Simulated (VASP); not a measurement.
# Pb (Fd-3m) in VASP: a series of runs, part 2 of 2

VASP 6.6.1. The steps go on from the part before.

### Step 5. Single point, LDA (volume scaled by 1.05)

INCAR

```
PREC = Accurate
ENCUT = 520
EDIFF = 1E-6
ISMEAR = -1
SIGMA = 0.05
LREAL = F
LASPH = T
NELM = 60
ALGO = Normal
ISIF = 2
LWAVE = F
LCHARG = T
LELF = T
LVHAR = T
NBANDS = 21
```

KPOINTS

```
regular mesh
0
Gamma
  8 8 8
```

POSCAR

```
Pb
1.0
    0.0000000000      3.4953871275      3.4953871275
    3.4953871275      0.0000000000      3.4953871275
    3.4953871275      3.4953871275      0.0000000000
Pb
2
Direct
    0.0000000000      0.0000000000      0.0000000000
    0.2500000000      0.2500000000      0.2500000000
```

On the command line:

```sh
$ cat potpaw_LDA.64/Pb_d/POTCAR > POTCAR
$ mpirun -np 1 vasp_std > vasp.out
```

Run time: 29 s. Hardware: 1 thread of AMD EPYC 9R45 (Zen 5), shared host; peak memory 0.18 GiB.

It converged, with:

```yaml
Free_energy: -7.8561 eV
Pressure: -2.1 GPa
Band_gap_on_the_k_mesh: zero (band 14 reaches 4.00 eV, above the bottom of band 15 at 2.92 eV)
```

Levels at points of the mesh, in eV from the Fermi level:
```csv
k point,band 11,band 12,band 13,band 14,band 15,band 16,band 17,band 18
"(0.00, 0.00, 0.00)",-10.92,-4.26,0.33,0.33,0.33,2.31,2.31,2.31
"(0.50, 0.00, 0.00)",-9.67,-7.10,-1.04,-0.74,-0.74,3.40,3.40,5.34
"(0.50, 0.50, 0.00)",-8.44,-8.44,-1.89,-1.89,0.79,0.79,6.79,6.79
```

Caveat: spin-orbit coupling is left out, which moves the levels of the heavy elements.

### Step 6. Single point, LDA (volume scaled by 0.94)

INCAR

```
SYSTEM = Pb
PREC = Accurate ; ENCUT = 520
EDIFF = 1E-6 ; ISMEAR = -1
SIGMA = 0.05 ; LREAL = .False.
LASPH = .True. ; NELM = 100
ALGO = Normal ; ISIF = 2
LWAVE = .False. ; LCHARG = .False.
GGA = CA ; NBANDS = 21
```

KPOINTS

```
Automatic mesh
0
Gamma
  8 8 8
  0 0 0
```

POSCAR

```
Pb
1.0
    0.0000000000      3.3687966822      3.3687966822
    3.3687966822      0.0000000000      3.3687966822
    3.3687966822      3.3687966822      0.0000000000
Pb
2
Direct
    0.0000000000      0.0000000000      0.0000000000
    0.2500000000      0.2500000000      0.2500000000
```

Potentials or basis: VASP PAW LDA potentials, release 64 (Pb_d).

On the command line:

```sh
$ cat potpaw_LDA.64/Pb_d/POTCAR > POTCAR
$ mpirun -np 1 vasp_std > vasp.out
```

OUTCAR:

```text
SYSTEM = Pb
   PREC = Accurate
   ENCUT = 520
   EDIFF = 1E-6
   ISMEAR = -1
   LREAL = .False.
   LASPH = .True.
   NELM = 100
   ISIF = 2
   GGA = CA

 ion  position               nearest neighbor table
   1  0.000  0.000  0.000-   2 2.92   2 2.92   2 2.92   2 2.92
   2  0.250  0.250  0.250-   1 2.92   1 2.92   1 2.92   1 2.92

  LATTYP: Found a face centered cubic cell.
 ALAT       =     6.7375933644

  Lattice vectors:

 A1 = (   0.0000000000,   3.3687966822,   3.3687966822)
 A2 = (   3.3687966822,   0.0000000000,   3.3687966822)
 A3 = (   3.3687966822,   3.3687966822,   0.0000000000)

Analysis of symmetry for initial positions (statically):
=====================================================================
 Subroutine PRICEL returns:
 Original cell was already a primitive cell.

 Routine SETGRP: Setting up the symmetry group for a
 face centered cubic supercell.

 Subroutine GETGRP returns: Found 48 space group operations
 (whereof 24 operations were pure point group operations)
 out of a pool of 48 trial point group operations.

The static configuration has the point symmetry T_d .
 The point group associated with its full space group is O_h .

Analysis of symmetry for dynamics (positions and initial velocities):
=====================================================================
 Subroutine PRICEL returns:
 Original cell was already a primitive cell.

 Routine SETGRP: Setting up the symmetry group for a
 face centered cubic supercell.

 Subroutine GETGRP returns: Found 48 space group operations
 (whereof 24 operations were pure point group operations)
 out of a pool of 48 trial point group operations.

The dynamic configuration has the point symmetry T_d .
 The point group associated with its full space group is O_h .

 Subroutine INISYM returns: Found 48 space group operations
 (whereof 24 operations are pure point group operations),
 and found     1 'primitive' translations

----------------------------------------------------------------------------------------

                                     Primitive cell

  volume of cell :      76.4635

  direct lattice vectors                    reciprocal lattice vectors
     0.000000000  3.368796682  3.368796682    -0.148420949  0.148420949  0.148420949
     3.368796682  0.000000000  3.368796682     0.148420949 -0.148420949  0.148420949
     3.368796682  3.368796682  0.000000000     0.148420949  0.148420949 -0.148420949

  length of vectors
     4.764197957  4.764197957  4.764197957     0.257072624  0.257072624  0.257072624

  position of ions in fractional coordinates (direct lattice)
     0.000000000  0.000000000  0.000000000
     0.250000000  0.250000000  0.250000000

  ion indices of the primitive-cell ions
   primitive index   ion index
                 1           1
                 2           2

----------------------------------------------------------------------------------------

 KPOINTS: Automatic mesh

Automatic generation of k-mesh.
 Grid dimensions read from file:
 generate k-points for:    8    8    8

 Generating k-lattice:

  Cartesian coordinates                     Fractional coordinates (reciprocal lattice)
    -0.018552619  0.018552619  0.018552619     0.125000000  0.000000000  0.000000000
     0.018552619 -0.018552619  0.018552619     0.000000000  0.125000000  0.000000000
     0.018552619  0.018552619 -0.018552619     0.000000000  0.000000000  0.125000000

  Length of vectors
     0.032134078  0.032134078  0.032134078

  Shift w.r.t. Gamma in fractional coordinates (k-lattice)
     0.000000000  0.000000000  0.000000000

 Subroutine IBZKPT returns following result:
 ===========================================

 Found     29 irreducible k-points:

 Following reciprocal coordinates:
            Coordinates               Weight
  0.000000  0.000000  0.000000      1.000000
  0.125000  0.000000  0.000000      8.000000
  0.250000  0.000000  0.000000      8.000000
  0.375000  0.000000  0.000000      8.000000
  0.500000  0.000000  0.000000      4.000000
  0.125000  0.125000  0.000000      6.000000
[... 16 lines left out ...]
  0.500000  0.250000  0.125000     48.000000
 -0.375000  0.250000  0.125000     24.000000
 [... further k-points ...]
   k-points           NKPTS =     29   k-points in BZ     NKDIM =     29   number of bands    NBANDS=     21
   number of dos      NEDOS =    301   number of ions     NIONS =      2
   total plane-waves  NPLWV =  46656
   dimension x,y,z NGX =    36 NGY =   36 NGZ =   36
   dimension x,y,z NGXF=    72 NGYF=   72 NGZF=   72
   ions per type =               2
   NGX,Y,Z   is equivalent  to a cutoff of  12.56, 12.56, 12.56 a.u.
   NGXF,Y,Z  is equivalent  to a cutoff of  25.12, 25.12, 25.12 a.u.
 SYSTEM =  Pb
   PREC   = accura    normal or accurate (medium, high low for compatibility)
   ISTART =      0    job   : 0-new  1-cont  2-samecut
   ICHARG =      2    charge: 1-file 2-atom 10-const
   ISPIN  =      1    spin polarized calculation?
   LNONCOLLINEAR =      F non collinear calculations
   LSORBIT =      F    spin-orbit coupling
   LASPH  =      T    aspherical Exc in radial PAW
   ENCUT  =  520.0 eV  38.22 Ry    6.18 a.u.   8.86  8.86  8.86*2*pi/ulx,y,z
   NELM   =    100;   NELMIN=  2; NELMDL= -5     # of ELM steps
   EDIFF  = 0.1E-05   stopping-criterion for ELM
   LREAL  =      F    real-space projection
   EDIFFG = 0.1E-04   stopping-criterion for IOM
   NSW    =      0    number of steps for IOM
   IBRION =     -1    ionic relax: 0-MD 1-quasi-New 2-CG
   NFREE  =      0    steps in history (QN), initial steepest desc. (CG)
   ISIF   =      2    stress and relaxation
   ISYM   =      2    0-nonsym 1-usesym 2-fastsym
   POTIM  = 0.5000    time-step for ionic-motion
   TEBEG  =    0.0;   TEEND  =   0.0 temperature during run
   PSTRESS=    0.0 pullay stress
   NELECT =      28.0000    total number of electrons
   NUPDOWN=      -1.0000    fix difference up-down
   EMIN   =  10.00;   EMAX   =-10.00  energy-range for DOS
   EFERMI =   0.00;   METHOD = LEGACY
   ISMEAR =    -1;   SIGMA  =   0.05  broadening in eV -4-tet -1-fermi 0-gaus
   EFERMI_NEDOS =   21; number of points for ismear=-14 and -15
   IALGO  =     38    algorithm
   IMIX   =      4    mixing-type and parameters
     AMIX     =   0.40;   BMIX     =  1.00
     AMIX_MAG =   1.60;   BMIX_MAG =  1.00
  volume/ion in A,a.u.               =      38.23       258.00
  Fermi-wavevector in a.u.,A,eV,Ry     =   1.171231  2.213306 18.664241  1.371783
  Thomas-Fermi vector in A             =   2.307678
   LORBIT       =      0    0 simple, 1 ext, 2 COOP (PROOUT), +10 PAW based schemes
   GGA     = CA    functional components
   LHFCALC =     F    Hartree Fock is set to
   AEXX    =    0.0000 exact exchange contribution
   IVDW    =     0    specifies the selected vdW correction
   LEPSILON=     F    determine dielectric tensor
   LRPA    =     F    only Hartree local field effects (RPA)
 non-spin polarized calculation
  energy-cutoff  :      520.00
  volume of cell :       76.46
 maximum number of plane-waves:      2085
   NGX = 17   NGY = 17   NGZ = 17

 number of electron      28.0000003 magnetization

 Free energy of the ion-electron system (eV)
  ---------------------------------------------------
  ext. energy  EPLUGINS =         0.00000000
  ---------------------------------------------------
  free energy    TOTEN  =        -7.87857099 eV

  energy without entropy =       -7.87459448  energy(sigma->0) =       -7.87658274

 E-fermi :   4.6912     XC(G=0):  -9.0294

 val. band max:        4.3388293568   @ k =   0.1250   0.1250   0.0000
 cond. band min:       4.7018195137   @ k =  -0.1250   0.1250   0.0000
 fundamental gap:      0.3629901569
 Fermi energy:         4.6912334468

 k-point     1 :       0.0000    0.0000    0.0000
  band No.  band energies     occupation
      1     -12.6588      2.00000
      2     -12.6588      2.00000
      3     -12.6588      2.00000
      4     -12.5679      2.00000
      5     -12.5679      2.00000
      6     -12.0633      2.00000
[... 13 lines left out ...]
     20      12.6132      0.00000
     21      12.6132      0.00000

 k-point     2 :       0.1250    0.0000    0.0000
  band No.  band energies     occupation
      1     -12.6768      2.00000
      2     -12.6768      2.00000
      3     -12.6549      2.00000
      4     -12.5418      2.00000
      5     -12.5418      2.00000
      6     -12.0903      2.00000
[... 520 lines left out ...]
 k-point    24 :      -0.3750    0.2500    0.1250
  band No.  band energies     occupation
      1     -12.7636      2.00000
      2     -12.7365      2.00000
      3     -12.5601      2.00000
      4     -12.4216      2.00000
      5     -12.3913      2.00000
      6     -12.2755      2.00000
[... 13 lines left out ...]
     20      12.6611      0.00000
     21      13.4680      0.00000

 [... further k-points ...]
[... 5 lines left out ...]
  --------------------------------------------------------------------------------------
  -------------------------------------------------------------------------------------
  Total        0.6910738      0.6910738      0.6910738      0.0000000      0.0000000     -0.0000000
  in kB       14.4804024     14.4804024     14.4804024      0.0000000      0.0000000     -0.0000000
  external PRESSURE =      14.4804024 kB  Pullay stress =       0.0000000 kB

 VOLUME and BASIS-vectors are now :
 -----------------------------------------------------------------------------
  energy-cutoff  :      520.00
  volume of cell :       76.46
      direct lattice vectors                 reciprocal lattice vectors
     0.000000000  3.368796682  3.368796682    -0.148420949  0.148420949  0.148420949
     3.368796682  0.000000000  3.368796682     0.148420949 -0.148420949  0.148420949
     3.368796682  3.368796682  0.000000000     0.148420949  0.148420949 -0.148420949

 POSITION                                       TOTAL-FORCE (eV/Angst)
 -----------------------------------------------------------------------------------
      0.00000      0.00000      0.00000         0.000000     -0.000000     -0.000000
      1.68440      1.68440      1.68440        -0.000000      0.000000      0.000000
 -----------------------------------------------------------------------------------
    total drift:                                0.000000      0.000000      0.000000

  FREE ENERGIE OF THE ION-ELECTRON SYSTEM (eV)
  ---------------------------------------------------
  free  energy   TOTEN  =        -7.8785709945 eV

  energy  without entropy=       -7.8745944775  energy(sigma->0) =       -7.87658274
```

OSZICAR:

```text
N       E                     dE             d eps       ncg     rms          rms(c)
DAV:   1     0.296035903146E+03    0.29604E+03   -0.13711E+04  1218   0.148E+03
DAV:   2     0.143873439949E+02   -0.28165E+03   -0.27570E+03  1218   0.398E+02
DAV:   3    -0.715254569977E+01   -0.21540E+02   -0.21384E+02  1464   0.139E+02
DAV:   4    -0.791438331465E+01   -0.76184E+00   -0.76147E+00  1436   0.308E+01
DAV:   5    -0.795875972432E+01   -0.44376E-01   -0.44376E-01  1846   0.661E+00    0.169E+00
DAV:   6    -0.790404656084E+01    0.54713E-01   -0.43527E-02  1727   0.275E+00    0.926E-01
DAV:   7    -0.787861243825E+01    0.25434E-01   -0.36879E-02  1617   0.227E+00    0.151E-01
DAV:   8    -0.787852307298E+01    0.89365E-04   -0.43298E-03  1695   0.772E-01    0.396E-02
DAV:   9    -0.787857605214E+01   -0.52979E-04   -0.20818E-04  1567   0.194E-01    0.145E-02
DAV:  10    -0.787857088335E+01    0.51688E-05   -0.22900E-05  1725   0.752E-02    0.353E-03
DAV:  11    -0.787857099449E+01   -0.11114E-06   -0.19410E-06  1195   0.134E-02
   1 F= -.78785710E+01 E0= -.78765827E+01  d E =-.397652E-02
```

stdout:

```text
POSCAR found type information on POSCAR Pb
 POSCAR found :  1 types and       2 ions
 scaLAPACK will be used
 LDA part: xc-table for (Slater(with rela. corr.)+CA(PZ))
 , standard interpolation
 POSCAR, INCAR and KPOINTS ok, starting setup
 FFT: planning ... GRIDC
 FFT: planning ... GRID_SOFT
 FFT: planning ... GRID
 WAVECAR not read
 entering main loop
```

Wall time 19 s (1 thread of Intel Xeon 6975P-C (Granite Rapids), shared host); peak memory 0.18 GiB.

What came out:

```
Free energy            : -7.8786 eV
Pressure               : 1.4 GPa
Band gap on the k mesh : zero (band 14 reaches 5.07 eV, above the bottom of band 15 at 3.81 eV)
```

Caveat: spin-orbit coupling is left out, which moves the levels of the heavy elements.

### Step 7. Summary

```tsv
cell	gap on the mesh (eV)	pressure (GPa)
a = 4.781 Å, angles 60.0°, 2 atoms	none	1.0
a = 4.823 Å, angles 60.0°, 2 atoms	none	0.1
a = 4.904 Å, angles 60.0°, 2 atoms	none	-1.5
a = 4.943 Å, angles 60.0°, 2 atoms	none	-2.1
a = 4.764 Å, angles 60.0°, 2 atoms	none	1.4
```

Alike in all rows: task single point; level LDA; potentials or basis VASP PAW LDA potentials, release 64 (Pb_d); no spin polarisation; k mesh 8 × 8 × 8; cutoff (eV) 520; smearing fermi-dirac 0.05 eV.

Caveats: spin-orbit coupling is left out, which moves the levels of the heavy elements.

Absolute energies hang on the potentials; compare differences alone.
